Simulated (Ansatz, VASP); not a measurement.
Zn2C: VASP beside Ansatz

```
C Zn
1.0
     0.00000    2.57795    2.57795
     2.57795    0.00000    2.57795
     2.57795    2.57795    0.00000
C Zn
1 2
Cartesian
  0.0000 0.0000 0.0000
  1.2890 1.2890 1.2890
  3.8669 3.8669 3.8669
```

Alike in both runs: task single point; functional r2SCAN; k mesh 4 × 4 × 4; occupations fermi-dirac, width 0.02 eV; no spin polarisation.

|  | VASP | Ansatz |
| --- | --- | --- |
| version | VASP 6.6.1 | Ansatz 0.2.0 |
| potentials or method | VASP PAW PBE potentials, release 64 (C, Zn) | plane waves |
| plane-wave cutoff (eV) | 520 | 500 |
| valence electrons in the cell | 28 | 28 |

Ansatz gave:

- pressure (GPa): -0.7

Estimate VASP's values.

pressure (GPa): -0.1.

VASP's potentials were made for PBE, not for r2SCAN. With one functional, cell and mesh, what is left measures potentials, basis and numerics.

The k mesh is coarse, so the values compare programs but aren't converged.
